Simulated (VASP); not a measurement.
A run of VASP 6.6.1:

The input INCAR:

```
PREC = Accurate
ENCUT = 520
EDIFF = 1E-7
ISMEAR = -1
SIGMA = 0.05
LREAL = False
LASPH = True
NELM = 80
ALGO = Normal
ISIF = 2
LWAVE = False
LCHARG = False
NBANDS = 19
```

The input KPOINTS:

```
Automatic mesh
0
Gamma
  16 16 9
```

File POSCAR:

```
Ti
1.0
    2.7541649615      0.0000000000      0.0000000000
   -1.3770824807      2.3851768229      0.0000000000
    0.0000000000      0.0000000000      4.3887983672
Ti
2
Direct
    0.3333333333      0.6666666667      0.2500000000
    0.6666666667      0.3333333333      0.7500000000
```

Potentials or basis: VASP PAW LDA potentials, release 64 (Ti_sv).

Command:

```bash
$ cat potpaw_LDA.64/Ti_sv/POTCAR > POTCAR
$ mpirun -np 1 vasp_std > vasp.out
```

Hardware: 1 thread of Intel(R) Xeon(R) 6975P-C (Granite Rapids), with other jobs on the host.

Q: Estimate the wall time of this run.

A: Wall time 31 s on 1 thread of Intel(R) Xeon(R) 6975P-C (Granite Rapids) (shared host), peak memory 0.17 GiB. Counts: scf iterations 15, k points 150.
